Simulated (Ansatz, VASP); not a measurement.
**Two plane-wave programs on SiO2**

Contents of INCAR:

```
SYSTEM = SiO2
  PREC = Accurate
  ENCUT = 520
  EDIFF = 1E-6
  ISMEAR = 0
  SIGMA = 0.05
  LREAL = .FALSE.
  LASPH = .TRUE.
  NELM = 80
  ALGO = Normal
  ISIF = 2
  LWAVE = .FALSE.
  LCHARG = .FALSE.
  GGA = CA
  NBANDS = 34
```

Contents of KPOINTS:

```
regular mesh
0
G
  6 6 4
  0 0 0
```

The input POSCAR:

```
SiO2
1.0
    5.1142788662      0.0000000000      0.0000000000
   -2.5571394331      4.4290954201      0.0000000000
    0.0000000000      0.0000000000      5.4419821688
Si O
3 6
Direct
    0.0000000000      0.5000000000      0.3333333333
    0.5000000000      0.5000000000      0.6666666667
    0.5000000000      0.0000000000      0.0000000000
    0.5843949021      0.7921974511      0.8333333333
    0.7921974511      0.5843949021      0.5000000000
    0.7921974511      0.2078025489      0.1666666667
    0.4156050979      0.2078025489      0.8333333333
    0.2078025489      0.4156050979      0.5000000000
    0.2078025489      0.7921974511      0.1666666667
```

Input for Ansatz:

```yaml
crystal:
  lattice:
    - [5.1142788662, 0.0, 0.0]
    - [-2.5571394331, 4.4290954201, 0.0]
    - [0.0, 0.0, 5.4419821688]
  atoms:
    - { symbol: Si, position: [0.0, 0.5, 0.3333333333] }
    - { symbol: Si, position: [0.5, 0.5, 0.6666666667] }
    - { symbol: Si, position: [0.5, 0.0, 0.0] }
    - { symbol: O, position: [0.5843949021, 0.7921974511, 0.8333333333] }
    - { symbol: O, position: [0.7921974511, 0.5843949021, 0.5] }
    - { symbol: O, position: [0.7921974511, 0.2078025489, 0.1666666667] }
    - { symbol: O, position: [0.4156050979, 0.2078025489, 0.8333333333] }
    - { symbol: O, position: [0.2078025489, 0.4156050979, 0.5] }
    - { symbol: O, position: [0.2078025489, 0.7921974511, 0.1666666667] }
basis:
  ecutwfc: 420
kpoints:
  mp_grid: { grid: [6, 6, 4] }
hamiltonian:
  xc: lda
scf:
  occupations: { method: gaussian, width: 0.05 }
output:
  forces: true
  stress: true
  eigenvalues: true
```

Change from the starting cell: strain +0.015 along x and y, -0.015 along z, atoms carried along.

Alike in both runs: task single point; functional LDA; k mesh 6 × 6 × 4; occupations gaussian, width 0.05 eV; no spin polarisation.

|  | VASP | Ansatz |
| --- | --- | --- |
| version | VASP 6.6.1 | Ansatz 0.2.0 |
| potentials or method | VASP PAW LDA potentials, release 64 (Si, O), cutoff 520 eV | scalar-relativistic, plane waves, PAW |
| valence electrons in the cell | 48 | 48 |

```tsv
	VASP	Ansatz	Ansatz less VASP
gap on the k mesh at the Fermi level (eV)	5.41	5.42	+0.003
least direct gap on the mesh (eV)	5.68	5.68	-0.001
pressure (GPa)	-2.2	-2.7	-0.57
traceless stress, the component that is largest in VASP (GPa)	1.39	1.37	-0.019
rms of the force components (eV/Å)	0.067	0.071	+0.0031
```

LDA's correlation is that of Perdew and Zunger in VASP and of Perdew and Wang (1992) in Ansatz. Atom by atom the forces differ by 0.003 eV/Å (rms over components).
